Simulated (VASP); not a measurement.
# TiSi5 (P-6m2) in VASP: single point with r2SCAN

Aim: the single point of TiSi5 with r2SCAN.

Everything below comes from runs of VASP 6.6.1. Logs are shortened: lines on timing, memory, paths and dates and some standing lists are left out, and cuts for length are marked.

## (1) The cell of the first run

It takes space group P-6m2 (No. 187, hexagonal). The conventional cell has a = 4.442 Å, b = 4.442 Å, c = 5.129 Å, α = 90.00°, β = 90.00°, γ = 120.00°. Si (site symmetry 3m) has 11 Si at 2.55 to 2.87 Å and 3 Ti at 2.87 Å within 3.4 Å. Within 3.4 Å of Si (site symmetry -6m2) lie 3 Ti at 2.56 Å and 8 Si at 2.56 to 2.87 Å. Si (site symmetry -6m2) has 11 Si at 2.56 to 2.86 Å within 3.4 Å. Within 3.4 Å of Si (site symmetry -6m2) lie 9 Si at 2.56 to 2.86 Å and 2 Ti at 2.56 Å. Ti (site symmetry -6m2) has 11 Si at 2.56 to 2.87 Å within 3.4 Å.

## (2) Single point, r2SCAN

Input file POSCAR:

```
TiSi5
1.0
    2.2208204322     -3.8465738231      0.0000000000
   -4.4416408645      0.0000000000      0.0000000000
    0.0000000000      0.0000000000     -5.1294888403
Si Ti
5 1
Direct
    1.0000000000      0.0000000000      0.5016450893
    1.0000000000      0.0000000000     -0.0016450893
    0.3333333333      0.6666666667      0.2500000000
    0.3333333333      0.6666666667      0.7500000000
    0.6666666667      0.3333333333      0.7500000000
    0.6666666667      0.3333333333      0.2500000000
```

Input file INCAR.step1:

```
PREC = Accurate
ENCUT = 520
ISMEAR = 0
SIGMA = 0.1
LREAL = False
LASPH = True
NELM = 100
NBANDS = 25
GGA = PE
ALGO = Normal
EDIFF = 1E-4
LWAVE = True
LCHARG = False
```

Input file INCAR.step2:

```
PREC = Accurate
ENCUT = 520
EDIFF = 1E-6
ISMEAR = 0
SIGMA = 0.1
LREAL = False
LASPH = True
NELM = 100
ALGO = Normal
ISIF = 2
LWAVE = False
LCHARG = False
METAGGA = R2SCAN
LMIXTAU = True
NBANDS = 25
ISTART = 1
```

Input file KPOINTS:

```
Automatic mesh
0
Gamma
  12 12 8
```

Potentials or basis: VASP PAW PBE potentials, release 64 (Si, Ti_sv).

Run with:

```sh
cat potpaw_PBE.64/Si/POTCAR potpaw_PBE.64/Ti_sv/POTCAR > POTCAR
cp INCAR.step1 INCAR
mpirun -np 1 vasp_std > vasp.out
cp INCAR.step2 INCAR
mpirun -np 1 vasp_std > vasp.out
```

OUTCAR:

```text
PREC = Accurate
   ENCUT = 520
   EDIFF = 1E-6
   ISMEAR = 0
   LREAL = False
   LASPH = True
   NELM = 100
   ISIF = 2
   METAGGA = R2SCAN
   ISTART = 1

 ion  position               nearest neighbor table
   1  0.000  0.000  0.502-   2 2.55   2 2.58   5 2.86   4 2.86   5 2.86   4 2.86   5 2.86   4 2.86
                             6 2.87   3 2.87   3 2.87   6 2.87   3 2.87   6 2.87
   2  0.000  0.000  0.998-   1 2.55   1 2.58   4 2.86   5 2.86   5 2.86   4 2.86   5 2.86   4 2.86
                             3 2.87   6 2.87   3 2.87   6 2.87   3 2.87   6 2.87
   3  0.333  0.667  0.250-   6 2.56   6 2.56   6 2.56   4 2.56   4 2.56   1 2.87   2 2.87   2 2.87
                             1 2.87   2 2.87   1 2.87
   4  0.333  0.667  0.750-   5 2.56   5 2.56   5 2.56   3 2.56   3 2.56   1 2.86   2 2.86   2 2.86
                             1 2.86   2 2.86   1 2.86
   5  0.667  0.333  0.750-   4 2.56   4 2.56   4 2.56   6 2.56   6 2.56   1 2.86   2 2.86   1 2.86
                             2 2.86   1 2.86   2 2.86
   6  0.667  0.333  0.250-   3 2.56   3 2.56   3 2.56   5 2.56   5 2.56   1 2.87   2 2.87   1 2.87
                             2 2.87   1 2.87   2 2.87

  LATTYP: Found a hexagonal cell.
 ALAT       =     4.4416408644
 C/A-ratio  =     1.1548634833

  Lattice vectors:

 A1 = (   2.2208204322,  -3.8465738231,   0.0000000000)
 A2 = (  -4.4416408645,   0.0000000000,   0.0000000000)
 A3 = (   0.0000000000,   0.0000000000,  -5.1294888403)

Analysis of symmetry for initial positions (statically):
=====================================================================
 Subroutine PRICEL returns:
 Original cell was already a primitive cell.

 Routine SETGRP: Setting up the symmetry group for a
 hexagonal supercell.

 Subroutine GETGRP returns: Found 12 space group operations
 (whereof  6 operations were pure point group operations)
 out of a pool of 24 trial point group operations.

The static configuration has the point symmetry C_3v.
 The point group associated with its full space group is D_3h.

Analysis of symmetry for dynamics (positions and initial velocities):
=====================================================================
 Subroutine PRICEL returns:
 Original cell was already a primitive cell.

 Routine SETGRP: Setting up the symmetry group for a
 hexagonal supercell.

 Subroutine GETGRP returns: Found 12 space group operations
 (whereof  6 operations were pure point group operations)
 out of a pool of 24 trial point group operations.

The dynamic configuration has the point symmetry C_3v.
 The point group associated with its full space group is D_3h.

 Subroutine INISYM returns: Found 12 space group operations
 (whereof  6 operations are pure point group operations),
 and found     1 'primitive' translations

[... 110 lines left out ...]
   POTIM  = 0.5000    time-step for ionic-motion
   TEBEG  =    0.0;   TEEND  =   0.0 temperature during run
   PSTRESS=    0.0 pullay stress
   NELECT =      32.0000    total number of electrons
   NUPDOWN=      -1.0000    fix difference up-down
   EMIN   =  10.00;   EMAX   =-10.00  energy-range for DOS
   EFERMI =   0.00;   METHOD = LEGACY
   ISMEAR =     0;   SIGMA  =   0.10  broadening in eV -4-tet -1-fermi 0-gaus
   EFERMI_NEDOS =   21; number of points for ismear=-14 and -15
   IALGO  =     38    algorithm
   IMIX   =      4    mixing-type and parameters
     AMIX     =   0.40;   BMIX     =  1.00
     AMIX_MAG =   1.60;   BMIX_MAG =  1.00
  volume/ion in A,a.u.               =      14.61        98.57
  Fermi-wavevector in a.u.,A,eV,Ry     =   1.170113  2.211192 18.628598  1.369163
  Thomas-Fermi vector in A             =   2.306576
   LORBIT       =      0    0 simple, 1 ext, 2 COOP (PROOUT), +10 PAW based schemes
   METAGGA = R2SCAN    functional components
   LHFCALC =     F    Hartree Fock is set to
   AEXX    =    0.0000 exact exchange contribution
   IVDW    =     0    specifies the selected vdW correction
   LEPSILON=     F    determine dielectric tensor
   LRPA    =     F    only Hartree local field effects (RPA)
 non-spin polarized calculation
 Gauss-broadening in eV      SIGMA  =   0.10
  energy-cutoff  :      520.00
  volume of cell :       87.64
 maximum number of plane-waves:      2380
 NGX is ok and might be reduce to    36
   NGX = 17   NGY = 17   NGZ = 19

 number of electron      32.0000004 magnetization

 Free energy of the ion-electron system (eV)
  ---------------------------------------------------
  ext. energy  EPLUGINS =         0.00000000
  ---------------------------------------------------
  free energy    TOTEN  =       -54.09340970 eV

  energy without entropy =      -54.06808189  energy(sigma->0) =      -54.08074580

 E-fermi :   9.9040     XC(G=0): -12.1590

 val. band max:        9.9026714181   @ k =   0.4167   0.1667   0.1250
 cond. band min:       9.9055826113   @ k =   0.1667   0.0833   0.5000
 fundamental gap:      0.0029111932
 Fermi energy:         9.9040399590

 k-point     1 :       0.0000    0.0000    0.0000
  band No.  band energies     occupation
      1     -48.9309      2.00000
      2     -24.2457      2.00000
      3     -24.1957      2.00000
      4     -24.1957      2.00000
      5      -4.4526      2.00000
      6       0.9374      2.00000
[... 661 lines left out ...]
     24      14.7238      0.00000
     25      15.3155      0.00000

 [... further k-points ...]

------------------------ aborting loop because EDIFF is reached ----------------------------------------

  FORCE on cell =-STRESS in cart. coord.  units (eV):
  Direction    XX          YY          ZZ          XY          YZ          ZX
  --------------------------------------------------------------------------------------
  -------------------------------------------------------------------------------------
  Total        0.1036732      0.1036732      0.0515639      0.0000000     -0.0000000      0.0000000
  in kB        1.8953319      1.8953319      0.9426809      0.0000000     -0.0000000      0.0000000
  external PRESSURE =       1.5777816 kB  Pullay stress =       0.0000000 kB

 VOLUME and BASIS-vectors are now :
 -----------------------------------------------------------------------------
  energy-cutoff  :      520.00
  volume of cell :       87.64
      direct lattice vectors                 reciprocal lattice vectors
     2.220820432 -3.846573823  0.000000000     0.000000000 -0.259971613  0.000000000
    -4.441640865  0.000000000  0.000000000    -0.225142021 -0.129985806  0.000000000
     0.000000000  0.000000000 -5.129488840     0.000000000  0.000000000 -0.194951199

 POSITION                                       TOTAL-FORCE (eV/Angst)
 -----------------------------------------------------------------------------------
      0.00000      0.00000     -2.57318        -0.000000      0.000000     -0.011999
      0.00000      0.00000     -5.12105        -0.000000      0.000000      0.011999
     -2.22082     -1.28219     -1.28237         0.000000     -0.000000      0.000000
     -2.22082     -1.28219     -3.84712         0.000000     -0.000000      0.000000
      0.00000     -2.56438     -3.84712         0.000000     -0.000000      0.000000
      0.00000     -2.56438     -1.28237        -0.000000     -0.000000      0.000000
 -----------------------------------------------------------------------------------
    total drift:                               -0.000001      0.000001     -0.000000

  FREE ENERGIE OF THE ION-ELECTRON SYSTEM (eV)
  ---------------------------------------------------
  free  energy   TOTEN  =       -54.0934097027 eV

  energy  without entropy=      -54.0680818899  energy(sigma->0) =      -54.08074580
```

OUTCAR.step1:

```text
PREC = Accurate
   ENCUT = 520
   ISMEAR = 0
   LREAL = False
   LASPH = True
[... 917 lines left out ...]
     -2.22082     -1.28219     -1.28237         0.000000     -0.000000      0.000000
     -2.22082     -1.28219     -3.84712        -0.000000      0.000000      0.000000
      0.00000     -2.56438     -3.84712        -0.000000      0.000000      0.000000
      0.00000     -2.56438     -1.28237         0.000000     -0.000000     -0.000000
 -----------------------------------------------------------------------------------
    total drift:                               -0.000001      0.000000     -0.000000

  FREE ENERGIE OF THE ION-ELECTRON SYSTEM (eV)
  ---------------------------------------------------
  free  energy   TOTEN  =       -33.1709242336 eV

  energy  without entropy=      -33.1443165963  energy(sigma->0) =      -33.15762041
```

OSZICAR.step1:

```text
N       E                     dE             d eps       ncg     rms          rms(c)
DAV:   1     0.205281418908E+03    0.20528E+03   -0.13988E+04  4750   0.122E+03
DAV:   2    -0.140107823128E+02   -0.21929E+03   -0.20817E+03  4864   0.311E+02
DAV:   3    -0.336934011506E+02   -0.19683E+02   -0.18750E+02  7898   0.789E+01
DAV:   4    -0.350845393727E+02   -0.13911E+01   -0.13810E+01  6326   0.165E+01
DAV:   5    -0.351384090132E+02   -0.53870E-01   -0.53854E-01  6947   0.347E+00    0.126E+01
DAV:   6    -0.353116450406E+02   -0.17324E+00   -0.19105E+01  6409   0.324E+01    0.127E+01
DAV:   7    -0.333367756164E+02    0.19749E+01   -0.13754E+01  6545   0.283E+01    0.525E+00
DAV:   8    -0.331851730318E+02    0.15160E+00   -0.95061E-01  5990   0.764E+00    0.135E+00
DAV:   9    -0.331750771010E+02    0.10096E-01   -0.82998E-02  6603   0.162E+00    0.795E-01
DAV:  10    -0.331715416602E+02    0.35354E-02   -0.33433E-02  6411   0.138E+00    0.305E-01
DAV:  11    -0.331712437546E+02    0.29791E-03   -0.66705E-03  6353   0.644E-01    0.166E-01
DAV:  12    -0.331709267619E+02    0.31699E-03   -0.98924E-04  6197   0.246E-01    0.319E-02
DAV:  13    -0.331709242336E+02    0.25283E-05   -0.38072E-05  2856   0.407E-02
   1 F= -.33170924E+02 E0= -.33157620E+02  d E =-.266076E-01
```

Wall time 17 min (1 thread of Oxide Virtual Turin-like, shared host); peak memory 0.31 GiB.

Results:

| Property | Result |
| --- | --- |
| Free energy | -54.0934 eV |
| Pressure | 0.2 GPa |
| Largest force | 0.012 eV/Å |
| Band gap on the k mesh | zero (bands 16 and 17 overlap by 1.68 eV) |

Forces in eV/Å, atoms in the order of the input:
```
Si   0.000  0.000 -0.012
Si   0.000  0.000  0.012
Si   0.000  0.000  0.000
Si   0.000  0.000  0.000
Si   0.000  0.000  0.000
Ti   0.000  0.000  0.000
```

Caveat: the PAW data sets were made with another functional, which shifts forces and pressure a little.
